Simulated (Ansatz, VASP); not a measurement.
**Two plane-wave programs on KI**

```
CELL_PARAMETERS angstrom
4.29109 0.00000 0.00000
0.00000 4.29109 0.00000
0.00000 0.00000 4.29109
ATOMIC_POSITIONS crystal
K 0.00000 0.00000 0.00000
I 0.50000 0.50000 0.50000
```

Alike in both runs: task single point; functional PBE-based screened hybrid with a share of 0.1 of exact exchange and HFSCREEN = 0.1; k mesh 4 × 4 × 4; no spin polarisation.

|  | VASP | Ansatz |
| --- | --- | --- |
| version | VASP 6.6.1 | Ansatz 0.2.0 |
| potentials or method | VASP PAW PBE potentials, release 64 (K_sv, I) | plane waves |
| plane-wave cutoff (eV) | 520 | 420 |
| occupations | gaussian, width 0.01 eV | fixed |
| valence electrons in the cell | 16 | 26 |

|  | VASP | Ansatz | Ansatz less VASP |
| --- | --- | --- | --- |
| gap on the k mesh at the Fermi level (eV) | 3.84 | 3.84 | +0.003 |
| pressure (GPa) | 0.4 | 0.4 | 0.00 |

VASP's potentials were made for PBE, not for PBE-based screened hybrid. VASP's potentials hold 16 valence electrons a cell and Ansatz's 26, so a difference there can come from the potentials and not from the codes. Ansatz's warnings: stress exchange threshold loose, stress scf threshold loose.

Neither program's run includes spin-orbit coupling.
